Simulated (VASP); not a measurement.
A run of VASP 6.6.1 is set up as follows.

File INCAR:

```
SYSTEM = TmIn3
ALGO = Normal
EDIFF = 1E-6
ENCUT = 520
GGA = PS
ISIF = 2
ISMEAR = -1
ISPIN = 2
LASPH = .TRUE.
LCHARG = .FALSE.
LMAXMIX = 6
LORBIT = 11
LREAL = .FALSE.
LWAVE = .FALSE.
MAGMOM = 2 0 0 0
NBANDS = 43
NELM = 150
PREC = Accurate
SIGMA = 0.05
```

File KPOINTS:

```
k-points
0
G
  6 6 6
  0 0 0
```

POSCAR

```
TmIn3
1.0
    4.6382187292      0.0000000000      0.0000000000
    0.0000000000      4.6382187292      0.0000000000
    0.0000000000      0.0000000000      4.6382187292
Tm In
1 3
Direct
    0.0000000000      0.0000000000      0.0000000000
    0.5000000000      0.5000000000      0.0000000000
    0.5000000000      0.0000000000      0.5000000000
    0.0000000000      0.5000000000      0.5000000000
```

Potentials or basis: VASP PAW PBE potentials, release 64 (Tm, In_d).

The run is started by

```sh
$ cat potpaw_PBE.64/Tm/POTCAR potpaw_PBE.64/In_d/POTCAR > POTCAR
$ mpirun -np 1 vasp_std > vasp.out
```

(1) Predict the net moment.

(2) Predict the site moments.

(3) Estimate the pressure.

Results:

(1) 1.31 μB per cell.

(2) Tm +1.28; In +0.00 μB.

(3) -2.1 GPa.

Caveat: the magnetic or orbital state may not be the lowest; the PAW data sets were made with another functional, which shifts forces and pressure a little.
